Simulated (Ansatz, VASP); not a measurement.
## One calculation of P3C, two programs

```
P C
1.0
    -2.28962    2.28962    2.28962
     2.28962   -2.28962    2.28962
     2.28962    2.28962   -2.28962
P C
3 1
Cartesian
  2.2896 0.0000 0.0000
  0.0000 2.2896 0.0000
  0.0000 0.0000 2.2896
  0.0000 0.0000 0.0000
```

Change from the starting cell: species swapped into the Sb3Au type (Im-3m, No. 229).

Alike in both runs: task relaxation of cell and atoms; functional PBE; k mesh 6 × 6 × 6; occupations gaussian, width 0.1 eV; no spin polarisation.

```csv
,VASP,Ansatz
version,VASP 6.6.1,Ansatz 0.2.0
potentials or method,"VASP PAW PBE potentials, release 64 (P, C), cutoff 600 eV","scalar-relativistic, plane waves, PAW"
valence electrons in the cell,19,19
```

VASP gave:

```
gap on the k mesh at the Fermi level, each at its own relaxed structure (eV) : none
relaxed volume (Å³/atom)                                                     : 11.90
relaxed length of the cell vector where the two differ most in proportion (Å)              : 3.954
```

Problem. What did Ansatz give for the same quantities?

Solution. gap on the k mesh at the Fermi level, each at its own relaxed structure (eV): none; relaxed volume (Å³/atom): 11.98; relaxed length of the cell vector where the two differ most in proportion (Å): 3.963.

A gap of «none» marks a metal or a gap that the smearing closes.
